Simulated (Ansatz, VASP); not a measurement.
**One calculation of Hg2O, two programs**

```
CELL_PARAMETERS angstrom
4.65468 0.00000 0.00000
0.00000 4.65468 0.00000
0.00000 0.00000 3.65997
ATOMIC_POSITIONS crystal
Hg 0.00000 0.50000 0.00000
Hg 0.50000 0.00000 0.00000
O 0.00000 0.00000 0.00000
```

Change from the starting cell: species swapped into the CuI2 type (P4/mmm, No. 123).

Alike in both runs: functional PBE; k mesh 3 × 3 × 4; occupations gaussian, width 0.15 eV; no spin polarisation.

Ansatz relaxed the structure, and its values are those at the end. VASP's run is a single point on that final structure, the one shown.

|  | VASP | Ansatz |
| --- | --- | --- |
| version | VASP 6.6.1 | Ansatz 0.2.0 |
| potentials or method | VASP PAW PBE potentials, release 64 (Hg, O), cutoff 600 eV | scalar-relativistic, plane waves, PAW |
| valence electrons in the cell | 30 | 46 |

VASP gave:

| Quantity | Value |
| --- | --- |
| gap on the k mesh at the Fermi level (eV) | none |
| pressure (GPa) | 0.1 |

Task: Estimate Ansatz's values.

Result: gap on the k mesh at the Fermi level (eV): none; pressure (GPa): -0.2.

A gap of «none» marks a metal or a gap that the smearing closes. VASP's potentials hold 30 valence electrons a cell and Ansatz's 46, so a difference there can come from the potentials and not from the codes.

The k mesh is coarse, so the values compare programs but aren't converged. Neither program's run includes spin-orbit coupling.
